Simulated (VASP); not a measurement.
Al, 2 atoms in the cell. The structure is hexagonal, space group P6_3/mmc (No. 194). The conventional cell has a = 2.812 Å, b = 2.812 Å, c = 4.745 Å, α = 90.00°, β = 90.00°, γ = 120.00°. Al (site symmetry -6m2) has 12 Al at 2.81 to 2.88 Å within 3.7 Å.  This cell differs from its parent crystal: strain +0.000 along x and y, -0.025 along z.

```yaml
Program: VASP 6.6.1
Task: single point
Functional: r2SCAN
Potentials_or_basis: VASP PAW PBE potentials, release 64 (Al)
Cutoff: 520 eV
k_mesh: 18 × 18 × 10
Occupations: gaussian, width 0.15 eV
Spin: no spin polarisation
Dipole_correction: no
Further_INCAR_settings: ALGO = Normal; EDIFF = 1e-07; NBANDS = 10
```

Potentials or basis: VASP PAW PBE potentials, release 64 (Al).

The run is started by

```bash
$ cat potpaw_PBE.64/Al/POTCAR > POTCAR
$ cp INCAR.step1 INCAR
$ mpirun -np 1 vasp_std > vasp.out
$ cp INCAR.step2 INCAR
$ mpirun -np 1 vasp_std > vasp.out
```

Hardware: 1 thread of Intel(R) Xeon(R) Platinum 8259CL CPU @ 2.50GHz (Skylake/Cascade Lake), with other jobs on the host.

Task: How long does it take, and how much memory?

Result: It took 2.8 min on 1 thread of Intel(R) Xeon(R) Platinum 8259CL CPU @ 2.50GHz (Skylake/Cascade Lake) (shared host), peak memory 0.19 GiB. Counts: k points 222.
